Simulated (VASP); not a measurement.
# Be16H (a cell with a defect) in VASP: single point with PBE

Aim: the single point of Be16H (a cell with a defect) with PBE.

All numbers are computed with VASP 6.6.1; they aren't measurements. Logs are shortened: lines on timing, memory, paths and dates and some standing lists are left out, and cuts for length are marked.

## (1) The cell of the first run

The cell holds a defect, 17 atoms: a = 4.580 Å, b = 3.966 Å, c = 7.177 Å, α = 90.00°, β = 90.00°, γ = 90.00°.

## (2) Single point, PBE

Input file INCAR:

```
SYSTEM = Be16H
PREC     = Accurate       ! precision mode
ENCUT    = 520            ! plane-wave cutoff, eV
EDIFF    = 1E-7           ! SCF threshold, eV
ISMEAR   = 0              ! smearing method
SIGMA    = 0.1            ! smearing width, eV
LREAL    = Auto         
LASPH    = .True.         ! aspherical terms in the spheres
NELM     = 80             ! most SCF steps
ALGO     = Normal         ! electronic algorithm
ISIF     = 2              ! what is computed and relaxed
LWAVE    = .False.        ! write WAVECAR
LCHARG   = .False.        ! write CHGCAR
GGA      = PE             ! functional
NBANDS   = 30             ! bands
```

Input file KPOINTS:

```
regular mesh
0
Gamma
  5 6 4
  0 0 0
```

Input file POSCAR:

```
Be16H
1.0
   -2.2900000000     -3.9663960000      0.0000000000
    3.4350000000     -1.9831980000      0.0000000000
    0.0000000000      0.0000000000      7.1768600000
Be H
16 1
Direct
    0.7424154681      0.5100228303     -0.0022458290
    0.4853593306      0.3518139351      0.2468211725
    0.7425381081      0.5228649979      0.5028022004
    0.4910597875      0.3480209355      0.7489609662
    0.4910938641      0.0128596649      0.0005457819
    0.2421511460      0.8449295850      0.2496534696
    0.4849030955      0.0092407827      0.5030768330
    0.2422849367      0.8449282402      0.7528504109
    0.2425198859      0.5155809428     -0.0032034901
   -0.0000754446      0.3511284518      0.2465684157
    0.2425443770      0.5160281290      0.4999246188
   -0.0063063882      0.3480886088      0.7489800553
   -0.0063604840      0.0127078578      0.0004442054
    0.7426417209      0.8386272317      0.2469128560
   -0.0003646235      0.0092820996      0.5029660604
    0.7421850765      0.8512302257      0.7518370151
    0.7425201318      0.1808634940      0.3737720953
```

Potentials or basis: VASP PAW PBE potentials, release 64 (Be, H).

Started as:

```console
$ cat potpaw_PBE.64/Be/POTCAR potpaw_PBE.64/H/POTCAR > POTCAR
$ mpirun -np 1 vasp_std > vasp.out
```

OUTCAR:

```text
SYSTEM = Be16H
   PREC = Accurate
   ENCUT = 520
   EDIFF = 1E-7
   ISMEAR = 0
   LREAL = Auto
   LASPH = .True.
   NELM = 80
   ISIF = 2
   GGA = PE

 ion  position               nearest neighbor table
   1  0.742  0.510  0.998-  14 2.21  12 2.22   4 2.22  16 2.22   2 2.23  10 2.23   5 2.28  13 2.28
                             9 2.29   9 2.29  13 2.30   5 2.30
   2  0.485  0.352  0.247-  17 1.64   9 2.21   5 2.22  10 2.22  11 2.23   1 2.23   6 2.25  14 2.26
                             3 2.29   7 2.29   6 2.30  14 2.35  10 2.36
   3  0.743  0.523  0.503-  16 2.21  12 2.22   4 2.22  14 2.22  15 2.26   7 2.26   2 2.29  10 2.29
                            11 2.29  11 2.29  15 2.35   7 2.35
   4  0.491  0.348  0.749-   9 2.21   7 2.22   1 2.22   3 2.22  11 2.22   5 2.24   8 2.28  12 2.28
                            16 2.28   8 2.30  12 2.30  16 2.30
   5  0.491  0.013  0.001-   8 2.21  16 2.22  14 2.22   2 2.22   6 2.22   4 2.24   9 2.28  13 2.28
                             1 2.28   9 2.30  13 2.30   1 2.30
   6  0.242  0.845  0.250-  11 2.22  13 2.22   5 2.22  15 2.23   7 2.23   9 2.24   2 2.25  10 2.25
                            14 2.29  14 2.29  10 2.29   2 2.30
   7  0.485  0.009  0.503-   8 2.21   4 2.22  15 2.22  16 2.23   6 2.23  11 2.25   3 2.26   2 2.29
                            14 2.29  11 2.30   3 2.35  15 2.36
   8  0.242  0.845  0.753-   9 2.18   7 2.21  15 2.21  13 2.21   5 2.21  11 2.24  12 2.28   4 2.28
                            16 2.29  16 2.29  12 2.30   4 2.30
   9  0.243  0.516  0.997-   8 2.18  10 2.21   2 2.21   4 2.21  12 2.21   6 2.24   5 2.28  13 2.28
                             1 2.29   1 2.29   5 2.30  13 2.30
  10  1.000  0.351  0.247-  17 1.64   9 2.21  13 2.22   2 2.22  11 2.23   1 2.23   6 2.25  14 2.26
                            15 2.29   3 2.29   6 2.29  14 2.35   2 2.36
  11  0.243  0.516  0.500-   6 2.22   4 2.22  12 2.22   2 2.23  10 2.23   8 2.24   7 2.25  15 2.25
                             3 2.29   3 2.29   7 2.30  15 2.30
  12  0.994  0.348  0.749-   9 2.21  15 2.22   1 2.22   3 2.22  11 2.22  13 2.24   8 2.28   4 2.28
                            16 2.28   8 2.30   4 2.30  16 2.30
  13  0.994  0.013  0.000-   8 2.21  16 2.22  10 2.22  14 2.22   6 2.22  12 2.24   9 2.28   5 2.28
                             1 2.28   9 2.30   5 2.30   1 2.30
  14  0.743  0.839  0.247-  17 1.63   1 2.21  13 2.22   5 2.22   3 2.22   2 2.26  10 2.26  15 2.28
                             7 2.29   6 2.29   6 2.29  10 2.35   2 2.35
  15  1.000  0.009  0.503-   8 2.21  12 2.22   7 2.22   6 2.23  16 2.23  11 2.25   3 2.26  14 2.28
                            10 2.29  11 2.30   3 2.35   7 2.36
  16  0.742  0.851  0.752-   3 2.21   5 2.22  13 2.22   1 2.22   7 2.23  15 2.23   4 2.28  12 2.28
                             8 2.29   8 2.29   4 2.30  12 2.30
  17  0.743  0.181  0.374-  14 1.63   2 1.64  10 1.64

  LATTYP: Found a simple orthorhombic cell.
 ALAT       =     3.9663962620
 B/A-ratio  =     1.1547004875
 C/A-ratio  =     1.8094157835

  Lattice vectors:

 A1 = (  -3.4350000000,   1.9831980000,   0.0000000000)
 A2 = (  -2.2900000000,  -3.9663960000,   0.0000000000)
 A3 = (   0.0000000000,   0.0000000000,   7.1768600000)

Analysis of symmetry for initial positions (statically):
=====================================================================
 Subroutine PRICEL returns:
 Original cell was already a primitive cell.

 Routine SETGRP: Setting up the symmetry group for a
 simple orthorhombic supercell.

 Subroutine GETGRP returns: Found  1 space group operations
 (whereof  1 operations were pure point group operations)
 out of a pool of  8 trial point group operations.

The static configuration has the point symmetry C_1 .

Analysis of symmetry for dynamics (positions and initial velocities):
=====================================================================
 Subroutine PRICEL returns:
 Original cell was already a primitive cell.

 Routine SETGRP: Setting up the symmetry group for a
 simple orthorhombic supercell.

 Subroutine GETGRP returns: Found  1 space group operations
 (whereof  1 operations were pure point group operations)
 out of a pool of  8 trial point group operations.

The dynamic configuration has the point symmetry C_1 .

 Subroutine INISYM returns: Found  1 space group operations
 (whereof  1 operations are pure point group operations),
 and found     1 'primitive' translations

----------------------------------------------------------------------------------------

                                     Primitive cell

  volume of cell :     130.3755

  direct lattice vectors                    reciprocal lattice vectors
[... 58 lines left out ...]
     0.036390102 -0.021009837  0.000000000    -0.000000000  0.166666667  0.000000000
     0.000000000  0.000000000  0.034834175     0.000000000  0.000000000  0.250000000

  Length of vectors
     0.043668125  0.042019671  0.034834175

  Shift w.r.t. Gamma in fractional coordinates (k-lattice)
     0.000000000  0.000000000  0.000000000

 Subroutine IBZKPT returns following result:
 ===========================================

 Found     62 irreducible k-points:

 Following reciprocal coordinates:
            Coordinates               Weight
  0.000000  0.000000  0.000000      1.000000
  0.200000  0.000000  0.000000      2.000000
  0.400000  0.000000  0.000000      2.000000
  0.000000  0.166667  0.000000      2.000000
  0.200000  0.166667  0.000000      2.000000
 -0.200000  0.166667  0.000000      2.000000
[... 16 lines left out ...]
  0.000000  0.166667 -0.250000      2.000000
  0.200000  0.166667  0.250000      2.000000
 [... further k-points ...]
   k-points           NKPTS =     62   k-points in BZ     NKDIM =     62   number of bands    NBANDS=     30
   number of dos      NEDOS =    301   number of ions     NIONS =     17
   total plane-waves  NPLWV =  58320
   dimension x,y,z NGX =    36 NGY =   30 NGZ =   54
   dimension x,y,z NGXF=    72 NGYF=   60 NGZF=  108
   ions per type =              16   1
   NGX,Y,Z   is equivalent  to a cutoff of  13.07, 12.57, 12.51 a.u.
   NGXF,Y,Z  is equivalent  to a cutoff of  26.13, 25.15, 25.02 a.u.
 SYSTEM =  Be16H
   PREC   = accura    normal or accurate (medium, high low for compatibility)
   ISTART =      0    job   : 0-new  1-cont  2-samecut
   ICHARG =      2    charge: 1-file 2-atom 10-const
   ISPIN  =      1    spin polarized calculation?
   LNONCOLLINEAR =      F non collinear calculations
   LSORBIT =      F    spin-orbit coupling
   LASPH  =      T    aspherical Exc in radial PAW
   ENCUT  =  520.0 eV  38.22 Ry    6.18 a.u.   8.52  7.37 13.34*2*pi/ulx,y,z
   NELM   =     80;   NELMIN=  2; NELMDL= -5     # of ELM steps
   EDIFF  = 0.1E-06   stopping-criterion for ELM
   LREAL  =      T    real-space projection
   EDIFFG = 0.1E-05   stopping-criterion for IOM
   NSW    =      0    number of steps for IOM
   IBRION =     -1    ionic relax: 0-MD 1-quasi-New 2-CG
   NFREE  =      0    steps in history (QN), initial steepest desc. (CG)
   ISIF   =      2    stress and relaxation
   ISYM   =      2    0-nonsym 1-usesym 2-fastsym
   POTIM  = 0.5000    time-step for ionic-motion
   TEBEG  =    0.0;   TEEND  =   0.0 temperature during run
   PSTRESS=    0.0 pullay stress
   NELECT =      33.0000    total number of electrons
   NUPDOWN=      -1.0000    fix difference up-down
   EMIN   =  10.00;   EMAX   =-10.00  energy-range for DOS
   EFERMI =   0.00;   METHOD = LEGACY
   ISMEAR =     0;   SIGMA  =   0.10  broadening in eV -4-tet -1-fermi 0-gaus
   EFERMI_NEDOS =   21; number of points for ismear=-14 and -15
   IALGO  =     38    algorithm
   IMIX   =      4    mixing-type and parameters
     AMIX     =   0.40;   BMIX     =  1.00
     AMIX_MAG =   1.60;   BMIX_MAG =  1.00
  volume/ion in A,a.u.               =       7.67        51.75
  Fermi-wavevector in a.u.,A,eV,Ry     =   1.035573  1.956950 14.591049  1.072412
  Thomas-Fermi vector in A             =   2.169923
   LORBIT       =      0    0 simple, 1 ext, 2 COOP (PROOUT), +10 PAW based schemes
   GGA     = PE    functional components
   LHFCALC =     F    Hartree Fock is set to
   AEXX    =    0.0000 exact exchange contribution
   IVDW    =     0    specifies the selected vdW correction
   LEPSILON=     F    determine dielectric tensor
   LRPA    =     F    only Hartree local field effects (RPA)
 non-spin polarized calculation
 Gauss-broadening in eV      SIGMA  =   0.10
  energy-cutoff  :      520.00
  volume of cell :      130.38
 maximum number of plane-waves:      3532
 NGX is ok and might be reduce to    36
   NGX = 17   NGY = 15   NGZ = 27

 number of electron      32.9999999 magnetization

 Free energy of the ion-electron system (eV)
  ---------------------------------------------------
  ext. energy  EPLUGINS =         0.00000000
  ---------------------------------------------------
  free energy    TOTEN  =       -61.78570349 eV

  energy without entropy =      -61.77705478  energy(sigma->0) =      -61.78137913

 E-fermi :   7.4248     XC(G=0): -10.5852

 val. band max:        7.4035768717   @ k =   0.0000   0.0000   0.0000
 cond. band min:       7.5096159578   @ k =   0.2000   0.1667   0.2500
 fundamental gap:      0.1060390861
 Fermi energy:         7.4248141939

 k-point     1 :       0.0000    0.0000    0.0000
  band No.  band energies     occupation
      1      -5.2038      2.00000
      2      -3.0285      2.00000
      3      -2.1733      2.00000
      4      -0.2053      2.00000
      5       0.9699      2.00000
      6       1.5465      2.00000
[... 733 lines left out ...]
     27      11.8941      0.00000
     28      12.3522      0.00000

 [... further k-points ...]

 [bands above 28 left out]

------------------------ aborting loop because EDIFF is reached ----------------------------------------

  FORCE on cell =-STRESS in cart. coord.  units (eV):
  Direction    XX          YY          ZZ          XY          YZ          ZX
  --------------------------------------------------------------------------------------
  -------------------------------------------------------------------------------------
  Total        0.5160326      0.5457763     -1.4173084      0.0288469     -0.0000266      0.0047671
  in kB        6.3414954      6.7070146    -17.4172228      0.3544979     -0.0003273      0.0585824
  external PRESSURE =      -1.4562376 kB  Pullay stress =       0.0000000 kB

 VOLUME and BASIS-vectors are now :
 -----------------------------------------------------------------------------
  energy-cutoff  :      520.00
  volume of cell :      130.38
      direct lattice vectors                 reciprocal lattice vectors
    -2.290000000 -3.966396000  0.000000000    -0.109170306 -0.189088533  0.000000000
     3.435000000 -1.983198000  0.000000000     0.218340611 -0.126059022  0.000000000
     0.000000000  0.000000000  7.176860000     0.000000000  0.000000000  0.139336702

 POSITION                                       TOTAL-FORCE (eV/Angst)
 -----------------------------------------------------------------------------------
      0.05180     -3.95619      7.16074        -0.002500      0.000218     -0.000141
      0.09701     -2.62284      1.77140         0.010561      0.012561     -0.016400
      0.09563     -3.98214      3.60854         0.010794     -0.004155      0.001903
      0.07093     -2.63793      5.37519         0.000282     -0.002099      0.006118
     -1.08043     -1.97338      0.00392         0.000983     -0.000779      0.001308
      2.34781     -2.63613      1.79173        -0.006735     -0.007105     -0.001502
[... 9 lines left out ...]
      1.22437     -4.63196      5.39583        -0.003697     -0.003609     -0.002444
     -1.07910     -3.30382      2.68251         0.004584      0.001316      0.021919
 -----------------------------------------------------------------------------------
    total drift:                               -0.001285     -0.004220      0.001082

  FREE ENERGIE OF THE ION-ELECTRON SYSTEM (eV)
  ---------------------------------------------------
  free  energy   TOTEN  =       -61.7857034899 eV

  energy  without entropy=      -61.7770547767  energy(sigma->0) =      -61.78137913
```

Run time: 2.2 min. Hardware: 1 thread of Intel Xeon 6975P-C (Granite Rapids), shared host; peak memory 0.31 GiB.

Results:

* Free energy: -61.7857 eV
* Pressure: -0.1 GPa
* Largest force: 0.025 eV/Å
* Band gap on the k mesh: zero (an odd number of electrons rules out a gap without spin polarisation)

Forces on the atoms (eV/Å):
```
Be  -0.003  0.000  0.000
Be   0.011  0.013 -0.016
Be   0.011 -0.004  0.002
Be   0.000 -0.002  0.006
Be   0.001 -0.001  0.001
Be  -0.007 -0.007 -0.002
Be  -0.003  0.007 -0.003
Be   0.002 -0.003 -0.007
Be   0.001  0.002  0.004
Be   0.010 -0.013 -0.004
Be   0.002  0.003  0.004
Be  -0.001  0.000  0.002
Be   0.002 -0.002 -0.001
Be  -0.015  0.016 -0.013
Be  -0.014 -0.006  0.006
Be  -0.004 -0.004 -0.002
H    0.005  0.001  0.022
```

The gap in the log of VASP goes by the Fermi energy; the results here count the filled bands.